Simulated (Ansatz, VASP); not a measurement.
## One calculation of Ir, two programs

```
CELL_PARAMETERS angstrom
0.00000 1.91970 2.07328
1.91970 0.00000 2.07328
1.91970 1.91970 0.00000
ATOMIC_POSITIONS crystal
Ir 0.00000 0.00000 0.00000
```

Change from the starting cell: strain +0.000 along x and y, +0.080 along z, atoms carried along.

Alike in both runs: task single point; functional LDA; k mesh 22 × 22 × 22; occupations gaussian, width 0.15 eV; no spin polarisation.

|  | VASP | Ansatz |
| --- | --- | --- |
| version | VASP 6.6.1 | Ansatz 0.2.0 |
| potentials or method | VASP PAW LDA potentials, release 64 (Ir), cutoff 520 eV | scalar-relativistic, plane waves, PAW |
| valence electrons in the cell | 9 | 17 |

```csv
,VASP,Ansatz,Ansatz less VASP
gap on the k mesh at the Fermi level (eV),none,none,-
pressure (GPa),-28.2,-29.9,-1.68
"traceless stress, the component that is largest in VASP (GPa)",-15.22,-15.28,-0.065
```

LDA's correlation is that of Perdew and Zunger in VASP and of Perdew and Wang (1992) in Ansatz. A gap of «none» marks a metal or a gap that the smearing closes. Both programs put the cell under strong tension, so it lies far from rest at this level. VASP's potentials hold 9 valence electrons a cell and Ansatz's 17, so a difference there can come from the potentials and not from the codes.

Spin-orbit coupling is off throughout.
